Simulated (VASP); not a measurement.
Wanted: the native input for a VASP 6.6.1 run.

```yaml
Task: single point
Functional: PBE
Potentials_or_basis: VASP PAW PBE potentials, release 64 (Al, N)
Cutoff: 520 eV
k_mesh: 8 × 6 × 4
Occupations: gaussian, width 0.05 eV
Spin: no spin polarisation
Dipole_correction: no
Further_INCAR_settings: ALGO = Normal; EDIFF = 1e-06; NBANDS = 26
```

The structure of AlN lies in POSCAR:

```
AlN
1.0
   -3.1302395625      0.0000000000      0.0000000000
    0.0000000000      0.0000000000     -5.0179796543
    0.0000000000     -5.4217339621      0.0000000000
Al N
4 4
Direct
    0.5000000000      0.9982712825      0.1666666667
    0.0000000000      0.9982712825      0.6666666667
    0.0000000000      0.4982712825      0.3333333333
    0.5000000000      0.4982712825      0.8333333333
    0.5000000000      0.6167287175      0.1666666667
    0.0000000000      0.6167287175      0.6666666667
    0.0000000000      0.1167287175      0.3333333333
    0.5000000000      0.1167287175      0.8333333333
```

One way to write it, as run:

INCAR

```
SYSTEM = AlN
PREC     = Accurate       ! precision mode
ENCUT    = 520            ! plane-wave cutoff, eV
EDIFF    = 1E-6           ! SCF threshold, eV
ISMEAR   = 0              ! smearing method
SIGMA    = 0.05           ! smearing width, eV
LREAL    = .FALSE.        ! projectors in reciprocal space
LASPH    = .TRUE.         ! aspherical terms in the spheres
NELM     = 60             ! most SCF steps
ALGO     = Normal         ! electronic algorithm
ISIF     = 2              ! what is computed and relaxed
LWAVE    = .FALSE.        ! write WAVECAR
LCHARG   = .FALSE.        ! write CHGCAR
GGA      = PE             ! functional
NBANDS   = 26             ! bands
```

KPOINTS

```
regular mesh
0
G
  8 6 4
  0 0 0
```

Potentials or basis: VASP PAW PBE potentials, release 64 (Al, N).

Command:

```console
$ cat potpaw_PBE.64/Al/POTCAR potpaw_PBE.64/N/POTCAR > POTCAR
$ mpirun -np 1 vasp_std > vasp.out
```

It gave:

```yaml
Pressure: -0.3 GPa
Band_gap_on_the_k_mesh: 4.04 eV
```

It took 3.1 min on 1 thread of AMD EPYC 7R13, with other jobs on the host, peak memory 0.21 GiB.
